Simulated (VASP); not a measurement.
Write the native input for VASP 6.6.1 that does the following.

```yaml
Task: relaxation of cell and atoms
Functional: PBEsol
Potentials_or_basis: VASP PAW PBE potentials, release 64 (Ga_d)
Cutoff: 600 eV
k_mesh: 11 × 11 × 11
Occupations: fermi-dirac, width 0.1 eV
Spin: no spin polarisation
Dipole_correction: no
Further_INCAR_settings: ALGO = Normal; EDIFF = 1e-07; IBRION = 2; EDIFFG = -0.01; NSW = 80; ISIF = 3
```

The structure of Ga lies in POSCAR:

```
Ga
1.0
    2.7660252371      0.0000000000      0.0000000000
    0.0000000000      2.7660252371      0.0000000000
    0.0000000000      0.0000000000      2.7660252371
Ga
1
Direct
    0.0000000000      0.0000000000      0.0000000000
```

One way to write it, as run:

INCAR

```
PREC = Accurate ; ENCUT = 600
EDIFF = 1E-7 ; ISMEAR = -1
SIGMA = 0.1 ; LREAL = F
LASPH = T ; NELM = 80
ALGO = Normal ; ISIF = 3
LWAVE = F ; LCHARG = F
GGA = PS ; IBRION = 2
NSW = 80 ; EDIFFG = -0.01
```

KPOINTS

```
Automatic mesh
0
Gamma
  11 11 11
```

Potentials or basis: VASP PAW PBE potentials, release 64 (Ga_d).

Run with:

```bash
$ cat potpaw_PBE.64/Ga_d/POTCAR > POTCAR
$ mpirun -np 1 vasp_std > vasp.out
```

It gave:

```yaml
Relaxed_volume: 18.83 Å³/atom
Relaxed_cell: a = 2.660 Å, b = 2.660 Å, c = 2.660 Å, α = 90.00°, β = 90.00°, γ = 90.00°
Space_group_after_relaxing_to_0.05_Å: Pm-3m (No. 221)
Energy_gained_by_relaxing: 39.5 meV/atom
Ionic_steps: 6
Pressure_after_relaxing: 0.0 GPa
```

Caveat: the PAW data sets were made with another functional, which shifts forces and pressure a little.

Wall time 18 s on 1 thread of Intel(R) Xeon(R) 6975P-C (Granite Rapids) (shared host), peak memory 0.15 GiB.
